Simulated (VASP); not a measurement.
Write the native input for VASP 6.6.1 that does the following.

- Task: single point
- Functional: LDA
- Potentials or basis: VASP PAW LDA potentials, release 64 (Si, B)
- Cutoff: 520 eV
- k mesh: 8 × 8 × 8
- Occupations: gaussian, width 0.02 eV
- Spin: no spin polarisation
- Dipole correction: no
- Further INCAR settings: ALGO = Normal; EDIFF = 1e-07; NBANDS = 20

The structure of SiB6 lies in POSCAR:

```
SiB6
1.0
    4.1300000000      0.0000000000      0.0000000000
    0.0000000000      4.1300000000      0.0000000000
    0.0000000000      0.0000000000      4.1300000000
Si B
1 6
Direct
    0.0000000000      0.0000000000      0.0000000000
    0.5000000000      0.5000000000      0.7900000000
    0.5000000000      0.5000000000      0.2100000000
    0.5000000000      0.7900000000      0.5000000000
    0.7900000000      0.5000000000      0.5000000000
    0.5000000000      0.2100000000      0.5000000000
    0.2100000000      0.5000000000      0.5000000000
```

The input as run:

INCAR

```
ALGO = Normal
EDIFF = 1E-7
ENCUT = 520
ISIF = 2
ISMEAR = 0
LASPH = T
LCHARG = F
LREAL = F
LWAVE = F
NBANDS = 20
NELM = 60
PREC = Accurate
SIGMA = 0.02
```

KPOINTS

```
k-points
0
Gamma
  8 8 8
```

Potentials or basis: VASP PAW LDA potentials, release 64 (Si, B).

Run with:

```bash
$ cat potpaw_LDA.64/Si/POTCAR potpaw_LDA.64/B/POTCAR > POTCAR
$ mpirun -np 1 vasp_std > vasp.out
```

It gave:

```yaml
Pressure: -1.7 GPa
Largest_force: 2.392 eV/Å
Band_gap_on_the_k_mesh: 0.46 eV (least direct gap 1.39 eV)
```

Caveat: forces of over 1 eV/Å act on the atoms, so gaps and moduli don't describe the material at rest.

Run time: 50 s on 1 thread of Intel Xeon 8259CL (shared host), peak memory 0.17 GiB.
